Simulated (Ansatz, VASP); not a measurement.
Two plane-wave programs on La3Sc3F

File INCAR:

```
SYSTEM = La3Sc3F
PREC = Accurate
ENCUT = 520
EDIFF = 1E-7
ISMEAR = 0
SIGMA = 0.1
LREAL = .False.
LASPH = .True.
NELM = 100
ALGO = Normal
ISIF = 2
LWAVE = .False.
LCHARG = .False.
GGA = PE
NBANDS = 46
```

File KPOINTS:

```
regular mesh
0
Gamma
  4 4 4
  0 0 0
```

File POSCAR:

```
La3Sc3F
1.0
    5.5226425700      0.0000000000      0.0000000000
    0.0000000000      5.5226425700      0.0000000000
    0.0000000000      0.0000000000      5.5226425700
La Sc F
3 3 1
Direct
    0.0000000000      0.5000000000      0.0000000000
    0.5000000000      0.0000000000      0.0000000000
    0.0000000000      0.0000000000      0.5000000000
    0.0000000000      0.5000000000      0.5000000000
    0.5000000000      0.5000000000      0.0000000000
    0.5000000000      0.0000000000      0.5000000000
    0.5000000000      0.5000000000      0.5000000000
```

Input for Ansatz:

```yaml
crystal:
  lattice:
    - [5.52264257, 0.0, 0.0]
    - [0.0, 5.52264257, 0.0]
    - [0.0, 0.0, 5.52264257]
  atoms:
    - { symbol: La, position: [0.0, 0.5, 0.0] }
    - { symbol: La, position: [0.5, 0.0, 0.0] }
    - { symbol: La, position: [0.0, 0.0, 0.5] }
    - { symbol: Sc, position: [0.0, 0.5, 0.5] }
    - { symbol: Sc, position: [0.5, 0.5, 0.0] }
    - { symbol: Sc, position: [0.5, 0.0, 0.5] }
    - { symbol: F, position: [0.5, 0.5, 0.5] }
basis:
  ecutwfc: 420
kpoints:
  mp_grid: { grid: [4, 4, 4] }
hamiltonian:
  xc: pbe
scf:
  occupations: { method: gaussian, width: 0.1 }
  lower_state_search: "off"
output:
  forces: true
  stress: true
  eigenvalues: true
```

Change from the starting cell: species swapped into the Ce3GaBr3 type (Pm-3m, No. 221).

Alike in both runs: task single point; functional PBE; k mesh 4 × 4 × 4; occupations gaussian, width 0.1 eV; no spin polarisation.

```csv
,VASP,Ansatz
version,VASP 6.6.1,Ansatz 0.2.0
potentials or method,"VASP PAW PBE potentials, release 64 (La, Sc_sv, F), cutoff 520 eV","scalar-relativistic, plane waves, PAW"
valence electrons in the cell,73,73
```

```csv
,VASP,Ansatz,Ansatz less VASP
gap on the k mesh at the Fermi level (eV),none,none,-
pressure (GPa),8.2,8.1,-0.13
```

A gap of «none» marks a metal or a gap that the smearing closes. The functional is the same, so the differences come from potentials, cutoffs and numerics.

Spin-orbit coupling is off throughout.
